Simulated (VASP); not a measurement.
## Si4O7 (a cell with a defect): single point with PBE

System: Si4O7 (a cell with a defect).

```xyz
11
Lattice="5.0800 0.0000 0.0000 0.0000 5.0800 0.0000 0.0000 0.0000 7.0915" Properties=species:S:1:pos:R:3 pbc="T T T"
Si    1.4957    1.4957    0.0000
Si    1.0443    4.0357    1.7729
Si    3.5843    3.5843    3.5457
Si    4.0357    1.0443    5.3186
O     2.0593    3.7641    3.0127
O     3.8559    4.5992    4.7856
O     3.0207    1.3159    6.5584
O     3.7641    2.0593    4.0788
O     6.6742    5.0459    1.0084
O     1.3159    3.0207    0.5331
O     0.4807    1.2241    5.8517
```

This cell differs from its parent crystal: atoms taken out, atom 9 moved 1.000 of the way to it and -0.675 Å across, host rigid.

| Item | Value |
| --- | --- |
| Program | VASP 6.6.1 |
| Task | single point |
| Functional | PBE |
| Potentials or basis | VASP PAW PBE potentials, release 64 (Si, O) |
| Cutoff | 520 eV |
| k mesh | 4 × 4 × 4 |
| Occupations | gaussian, width 0.05 eV |
| Spin | no spin polarisation |
| Dipole correction | no |
| Further INCAR settings | ALGO = Normal; EDIFF = 1e-07; NBANDS = 40 |

The pressure is 5.8 GPa, the largest force is 19.714 eV/Å and the band gap on the k mesh is 2.64 eV.

Forces in eV/Å, atoms in the order of the input:
```
Si    0.960  -2.165   0.437
Si   -6.914 -10.315   8.826
Si    1.632   0.490  -1.374
Si   -0.252  -0.064   0.095
O     0.542  -0.590   0.972
O    -0.001   0.172   0.292
O     0.367   0.440  -0.337
O     0.036  -0.240  -0.020
O     4.221  17.181  -8.695
O    -0.626  -4.834  -0.631
O     0.035  -0.076   0.435
```

Stress tensor (GPa, compression positive):
```
-0.42  5.64 -0.55
 5.64 12.28 -3.65
-0.55 -3.65  5.40
```

Levels at points of the mesh, in eV from the valence-band top:
```tsv
k point	band 26	band 27	band 28	band 29	band 30	band 31	band 32	band 33
(0.00, 0.00, 0.00)	-2.62	-2.33	-2.06	-1.19	3.58	3.86	5.53	5.97
(0.50, 0.00, 0.00)	-2.66	-2.64	-2.15	-0.09	2.64	4.29	5.37	5.50
(0.00, 0.50, 0.00)	-3.00	-2.64	-2.55	-0.89	3.58	4.17	5.72	6.07
(0.50, 0.50, 0.00)	-2.99	-2.66	-2.48	-0.09	2.88	4.31	5.30	5.74
(0.00, 0.00, 0.50)	-2.68	-2.50	-2.13	-0.96	3.08	4.29	5.24	6.11
(0.50, 0.00, 0.50)	-2.80	-2.48	-2.04	-0.15	2.77	4.33	5.16	5.48
(0.00, 0.50, 0.50)	-2.91	-2.55	-2.41	-1.05	3.67	4.46	5.17	5.96
(0.50, 0.50, 0.50)	-2.99	-2.81	-2.49	0.00	2.82	4.46	5.23	5.63
```

Wall time 6.2 min on 1 thread of Intel(R) Xeon(R) Platinum 8259CL CPU @ 2.50GHz (Skylake/Cascade Lake), with other jobs on the host, peak memory 0.38 GiB.

Caveat: the cell differs from its parent crystal (atoms taken out, atom 9 moved 1.000 of the way to it and -0.675 Å across, host rigid).
